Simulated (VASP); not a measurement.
# S (Fd-3m) in VASP: further runs, part 2 of 2

VASP 6.6.1.

## 4. Single point, PBE

This run uses another cell than the first one, of 24.26 Å³/atom, 1.176 times its volume.

The input, INCAR:

```
SYSTEM = S
PREC = Accurate
ENCUT = 520
EDIFF = 1E-6
ISMEAR = -1
SIGMA = 0.08
LREAL = .False.
LASPH = .True.
NELM = 100
ALGO = Normal
ISIF = 2
LWAVE = .False.
LCHARG = .False.
GGA = PE
NBANDS = 13
```

The input, KPOINTS:

```
Automatic mesh
0
Gamma
  13 13 13
  0 0 0
```

The input, POSCAR:

```
S
1.0
    0.0000000000      2.8947001619      2.8947001619
    2.8947001619      0.0000000000      2.8947001619
    2.8947001619      2.8947001619      0.0000000000
S
2
Direct
   -0.1250000000     -0.1250000000     -0.1250000000
    0.1250000000      0.1250000000      0.1250000000
```

Potentials or basis: VASP PAW PBE potentials, release 64 (S).

Launch:

```bash
cat potpaw_PBE.64/S/POTCAR > POTCAR
mpirun -np 1 vasp_std > vasp.out
```

OUTCAR:

```text
SYSTEM = S
   PREC = Accurate
   ENCUT = 520
   EDIFF = 1E-6
   ISMEAR = -1
   LREAL = .False.
   LASPH = .True.
   NELM = 100
   ISIF = 2
   GGA = PE

 ion  position               nearest neighbor table
   1  0.875  0.875  0.875-   2 2.51   2 2.51   2 2.51   2 2.51
   2  0.125  0.125  0.125-   1 2.51   1 2.51   1 2.51   1 2.51

  LATTYP: Found a face centered cubic cell.
 ALAT       =     5.7894003238

  Lattice vectors:

 A1 = (   0.0000000000,   2.8947001619,   2.8947001619)
 A2 = (   2.8947001619,   0.0000000000,   2.8947001619)
 A3 = (   2.8947001619,   2.8947001619,   0.0000000000)

Analysis of symmetry for initial positions (statically):
=====================================================================
 Subroutine PRICEL returns:
 Original cell was already a primitive cell.

 Routine SETGRP: Setting up the symmetry group for a
 face centered cubic supercell.

 Subroutine GETGRP returns: Found 48 space group operations
 (whereof 12 operations were pure point group operations)
 out of a pool of 48 trial point group operations.

The static configuration has the point symmetry D_3d.
 The point group associated with its full space group is O_h .

Analysis of symmetry for dynamics (positions and initial velocities):
=====================================================================
 Subroutine PRICEL returns:
 Original cell was already a primitive cell.

 Routine SETGRP: Setting up the symmetry group for a
 face centered cubic supercell.

 Subroutine GETGRP returns: Found 48 space group operations
 (whereof 12 operations were pure point group operations)
 out of a pool of 48 trial point group operations.

The dynamic configuration has the point symmetry D_3d.
 The point group associated with its full space group is O_h .

 Subroutine INISYM returns: Found 48 space group operations
 (whereof 12 operations are pure point group operations),
 and found     1 'primitive' translations

----------------------------------------------------------------------------------------

                                     Primitive cell

  volume of cell :      48.5111

  direct lattice vectors                    reciprocal lattice vectors
     0.000000000  2.894700162  2.894700162    -0.172729461  0.172729461  0.172729461
     2.894700162  0.000000000  2.894700162     0.172729461 -0.172729461  0.172729461
     2.894700162  2.894700162  0.000000000     0.172729461  0.172729461 -0.172729461

  length of vectors
     4.093724228  4.093724228  4.093724228     0.299176203  0.299176203  0.299176203

  position of ions in fractional coordinates (direct lattice)
     0.875000000  0.875000000  0.875000000
     0.125000000  0.125000000  0.125000000

  ion indices of the primitive-cell ions
   primitive index   ion index
                 1           1
                 2           2

----------------------------------------------------------------------------------------

 KPOINTS: Automatic mesh

Automatic generation of k-mesh.
 Grid dimensions read from file:
 generate k-points for:   13   13   13

 Generating k-lattice:

  Cartesian coordinates                     Fractional coordinates (reciprocal lattice)
    -0.013286882  0.013286882  0.013286882     0.076923077  0.000000000  0.000000000
[... 42 lines left out ...]
   number of dos      NEDOS =    301   number of ions     NIONS =      2
   total plane-waves  NPLWV =  27000
   dimension x,y,z NGX =    30 NGY =   30 NGZ =   30
   dimension x,y,z NGXF=    60 NGYF=   60 NGZF=   60
   ions per type =               2
   NGX,Y,Z   is equivalent  to a cutoff of  12.18, 12.18, 12.18 a.u.
   NGXF,Y,Z  is equivalent  to a cutoff of  24.37, 24.37, 24.37 a.u.
 SYSTEM =  S
   PREC   = accura    normal or accurate (medium, high low for compatibility)
   ISTART =      0    job   : 0-new  1-cont  2-samecut
   ICHARG =      2    charge: 1-file 2-atom 10-const
   ISPIN  =      1    spin polarized calculation?
   LNONCOLLINEAR =      F non collinear calculations
   LSORBIT =      F    spin-orbit coupling
   LASPH  =      T    aspherical Exc in radial PAW
   ENCUT  =  520.0 eV  38.22 Ry    6.18 a.u.   7.61  7.61  7.61*2*pi/ulx,y,z
   NELM   =    100;   NELMIN=  2; NELMDL= -5     # of ELM steps
   EDIFF  = 0.1E-05   stopping-criterion for ELM
   LREAL  =      F    real-space projection
   EDIFFG = 0.1E-04   stopping-criterion for IOM
   NSW    =      0    number of steps for IOM
   IBRION =     -1    ionic relax: 0-MD 1-quasi-New 2-CG
   NFREE  =      0    steps in history (QN), initial steepest desc. (CG)
   ISIF   =      2    stress and relaxation
   ISYM   =      2    0-nonsym 1-usesym 2-fastsym
   POTIM  = 0.5000    time-step for ionic-motion
   TEBEG  =    0.0;   TEEND  =   0.0 temperature during run
   PSTRESS=    0.0 pullay stress
   NELECT =      12.0000    total number of electrons
   NUPDOWN=      -1.0000    fix difference up-down
   EMIN   =  10.00;   EMAX   =-10.00  energy-range for DOS
   EFERMI =   0.00;   METHOD = LEGACY
   ISMEAR =    -1;   SIGMA  =   0.08  broadening in eV -4-tet -1-fermi 0-gaus
   EFERMI_NEDOS =   21; number of points for ismear=-14 and -15
   IALGO  =     38    algorithm
   IMIX   =      4    mixing-type and parameters
     AMIX     =   0.40;   BMIX     =  1.00
     AMIX_MAG =   1.60;   BMIX_MAG =  1.00
  volume/ion in A,a.u.               =      24.26       163.68
  Fermi-wavevector in a.u.,A,eV,Ry     =   1.027673  1.942021 14.369277  1.056112
  Thomas-Fermi vector in A             =   2.161630
   LORBIT       =      0    0 simple, 1 ext, 2 COOP (PROOUT), +10 PAW based schemes
   GGA     = PE    functional components
   LHFCALC =     F    Hartree Fock is set to
   AEXX    =    0.0000 exact exchange contribution
   IVDW    =     0    specifies the selected vdW correction
   LEPSILON=     F    determine dielectric tensor
   LRPA    =     F    only Hartree local field effects (RPA)
 non-spin polarized calculation
  energy-cutoff  :      520.00
  volume of cell :       48.51
 maximum number of plane-waves:      1325
   NGX = 15   NGY = 15   NGZ = 15

 number of electron      12.0000001 magnetization

 Free energy of the ion-electron system (eV)
  ---------------------------------------------------
  ext. energy  EPLUGINS =         0.00000000
  ---------------------------------------------------
  free energy    TOTEN  =        -6.26625589 eV

  energy without entropy =       -6.22540074  energy(sigma->0) =       -6.24582832

 E-fermi :   3.4377     XC(G=0):  -8.7003

 val. band max:        3.4269655628   @ k =  -0.3846   0.2308   0.0769
 cond. band min:       3.4612822432   @ k =   0.2308   0.1538   0.0769
 fundamental gap:      0.0343166804
 Fermi energy:         3.4377169130

 k-point     1 :       0.0000    0.0000    0.0000
  band No.  band energies     occupation
      1     -12.2890      2.00000
      2      -5.6604      2.00000
      3      -0.3825      2.00000
      4      -0.3825      2.00000
      5      -0.3825      2.00000
      6       2.5224      1.99998
      7       2.5224      1.99998
      8       2.5224      1.99998
      9       9.0551      0.00000
     10      11.3146      0.00000
     11      11.3146      0.00000
     12      13.9946      0.00000
     13      13.9946      0.00000
[... 354 lines left out ...]
  band No.  band energies     occupation
      1     -11.0361      2.00000
      2      -8.3249      2.00000
      3      -1.9260      2.00000
      4      -1.3763      2.00000
      5       0.4525      2.00000
      6       3.2123      1.88723
      7       4.1518      0.00027
      8       4.9986      0.00000
      9      10.1205      0.00000
     10      10.8309      0.00000
     11      12.3545      0.00000
     12      13.4670      0.00000
     13      13.6854      0.00000

 [... further k-points ...]

------------------------ aborting loop because EDIFF is reached ----------------------------------------

  FORCE on cell =-STRESS in cart. coord.  units (eV):
  Direction    XX          YY          ZZ          XY          YZ          ZX
  --------------------------------------------------------------------------------------
  -------------------------------------------------------------------------------------
  Total       -0.0099312     -0.0099312     -0.0099312      0.0000000      0.0000000      0.0000000
  in kB       -0.3279969     -0.3279969     -0.3279969      0.0000000      0.0000000      0.0000000
  external PRESSURE =      -0.3279969 kB  Pullay stress =       0.0000000 kB

 VOLUME and BASIS-vectors are now :
 -----------------------------------------------------------------------------
  energy-cutoff  :      520.00
  volume of cell :       48.51
      direct lattice vectors                 reciprocal lattice vectors
     0.000000000  2.894700162  2.894700162    -0.172729461  0.172729461  0.172729461
     2.894700162  0.000000000  2.894700162     0.172729461 -0.172729461  0.172729461
     2.894700162  2.894700162  0.000000000     0.172729461  0.172729461 -0.172729461

 POSITION                                       TOTAL-FORCE (eV/Angst)
 -----------------------------------------------------------------------------------
      5.06573      5.06573      5.06573        -0.000000      0.000000      0.000000
      0.72368      0.72368      0.72368         0.000000     -0.000000     -0.000000
 -----------------------------------------------------------------------------------
    total drift:                               -0.000000      0.000000      0.000000

  FREE ENERGIE OF THE ION-ELECTRON SYSTEM (eV)
  ---------------------------------------------------
  free  energy   TOTEN  =        -6.2662558929 eV

  energy  without entropy=       -6.2254007410  energy(sigma->0) =       -6.24582832
```

stdout:

```text
POSCAR found type information on POSCAR S
 POSCAR found :  1 types and       2 ions
 scaLAPACK will be used
 LDA part: xc-table for (Slater+PW92), standard interpolation
 POSCAR, INCAR and KPOINTS ok, starting setup
 FFT: planning ... GRIDC
 FFT: planning ... GRID_SOFT
 FFT: planning ... GRID
 WAVECAR not read
 entering main loop
```

Wall time 40 s (1 thread of Intel Xeon Platinum 8259CL at 2.50GHz (Skylake/Cascade Lake), shared host); peak memory 0.18 GiB.

Results:

```
Free energy            : -6.2663 eV
Pressure               : 0.0 GPa
Band gap on the k mesh : zero (band 6 reaches 3.66 eV, above the bottom of band 7 at 2.52 eV)
```

## 5. Single point, PBE

This run uses another cell than the first one, of 24.26 Å³/atom, 1.176 times its volume.

The input, INCAR:

```
PREC = Accurate
ENCUT = 520
EDIFF = 1E-6
ISMEAR = -1
SIGMA = 0.08
LREAL = F
LASPH = T
NELM = 100
ALGO = Normal
ISIF = 2
LWAVE = F
LCHARG = T
GGA = PE
LELF = T
LVHAR = T
NBANDS = 13
```

The input, KPOINTS:

```
regular mesh
0
Gamma
  13 13 13
```

POSCAR is that of step 4.

Launch:

```bash
cat potpaw_PBE.64/S/POTCAR > POTCAR
mpirun -np 1 vasp_std > vasp.out
```

It took 46 s on 1 thread of Intel Xeon Platinum 8259CL at 2.50GHz (Skylake/Cascade Lake), shared host; peak memory 0.18 GiB.

It converged, with:

```yaml
Free_energy: -6.2663 eV
Pressure: 0.0 GPa
Band_gap_on_the_k_mesh: zero (band 6 reaches 3.66 eV, above the bottom of band 7 at 2.52 eV)
```

Levels at points of the mesh, in eV from the Fermi level:
| k point | band 3 | band 4 | band 5 | band 6 | band 7 | band 8 | band 9 | band 10 |
| --- | --- | --- | --- | --- | --- | --- | --- | --- |
| (0.00, 0.00, 0.00) | -3.82 | -3.82 | -3.82 | -0.92 | -0.92 | -0.92 | 5.62 | 7.88 |

## 6. Overview

```tsv
cell	gap on the mesh (eV)	pressure (GPa)
a = 3.878 Å, angles 60.0°, 2 atoms	none	9.3
a = 4.024 Å, angles 60.0°, 2 atoms	none	2.4
a = 4.094 Å, angles 60.0°, 2 atoms	none	0.0
```

Alike in all rows: task single point; level PBE; potentials or basis VASP PAW PBE potentials, release 64 (S); no spin polarisation; k mesh 13 × 13 × 13; cutoff (eV) 520; smearing fermi-dirac 0.08 eV.

Total energies depend on the potentials used, so only differences within one code and one set of settings carry meaning.
